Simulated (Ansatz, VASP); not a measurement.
# One calculation of Al9N, two programs

```
Al N
1.0
     2.83628    0.00000    0.00000
    -1.41814    2.45629    0.00000
     0.00000    0.00000   37.64430
Al N
9 1
Direct
  0.33333 0.66667 0.22580
  0.00000 0.00000 0.28771
  0.66667 0.33333 0.34962
  0.00000 0.00000 0.41153
  0.33333 0.66667 0.47292
  0.00000 0.00000 0.53428
  0.66667 0.33333 0.59662
  0.00000 0.00000 0.65839
  0.33333 0.66667 0.72092
  0.33333 0.16667 0.76491
```

Alike in both runs: task single point; functional PBEsol; k mesh 12 × 12 × 1; occupations gaussian, width 0.1 eV; no spin polarisation.

|  | VASP | Ansatz |
| --- | --- | --- |
| version | VASP 6.6.1 | Ansatz 0.2.0 |
| potentials or method | VASP PAW PBE potentials, release 64 (Al, N), cutoff 520 eV | scalar-relativistic, plane waves, PAW |
| valence electrons in the cell | 32 | 32 |

|  | VASP | Ansatz | Ansatz less VASP |
| --- | --- | --- | --- |
| gap on the k mesh at the Fermi level (eV) | none | none | - |
| rms of the force components (eV/Å) | 0.855 | 0.856 | +0.0019 |

VASP's potentials were made for PBE, not for PBEsol. Atom by atom the forces differ by 0.002 eV/Å (rms over components). A gap of «none» marks a metal or a gap that the smearing closes.
